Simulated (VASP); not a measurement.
Input of a VASP 6.6.1 run:

POSCAR

```
InAs
1.0
    0.0000000000      3.0545915924      3.0545915924
    3.0545915924      0.0000000000      3.0545915924
    3.0545915924      3.0545915924      0.0000000000
In As
1 1
Direct
    0.0000000000      0.0000000000      0.0000000000
    0.2500000000      0.2500000000      0.2500000000
```

Contents of INCAR.step1:

```
SYSTEM = InAs
PREC = Accurate
ENCUT = 520
EDIFF = 1E-5
ISMEAR = -1
SIGMA = 0.02
LREAL = .False.
LASPH = .True.
NELM = 100
ALGO = Normal
ISIF = 2
LWAVE = .True.
LCHARG = .False.
NBANDS = 16
GGA = PE
```

The input INCAR.step2:

```
SYSTEM = InAs
PREC = Accurate
ENCUT = 520
EDIFF = 1E-6
ISMEAR = -1
SIGMA = 0.02
LREAL = .False.
LASPH = .True.
NELM = 100
ALGO = Normal
ISIF = 2
LWAVE = .False.
LCHARG = .False.
GGA = PE
LHFCALC = .True.
AEXX = 0.5
PRECFOCK = Normal
NBANDS = 16
ISTART = 1
```

The input KPOINTS:

```
regular mesh
0
Gamma
  4 4 4
  0 0 0
```

Potentials or basis: VASP PAW PBE potentials, release 64 (In_d, As).

Command:

```bash
$ cat potpaw_PBE.64/In_d/POTCAR potpaw_PBE.64/As/POTCAR > POTCAR
$ cp INCAR.step1 INCAR
$ mpirun -np 1 vasp_std > vasp.out
$ cp INCAR.step2 INCAR
$ mpirun -np 1 vasp_std > vasp.out
```

Q: Predict the band gap on the k mesh.

A: 2.67 eV, direct.

Q: Estimate the pressure.

A: -2.6 GPa.

Caveat: the k points lie up to 0.45 Å⁻¹ apart; the PAW data sets were made with another functional, which shifts forces and pressure a little; spin-orbit coupling is left out, which moves the levels of the heavy elements.
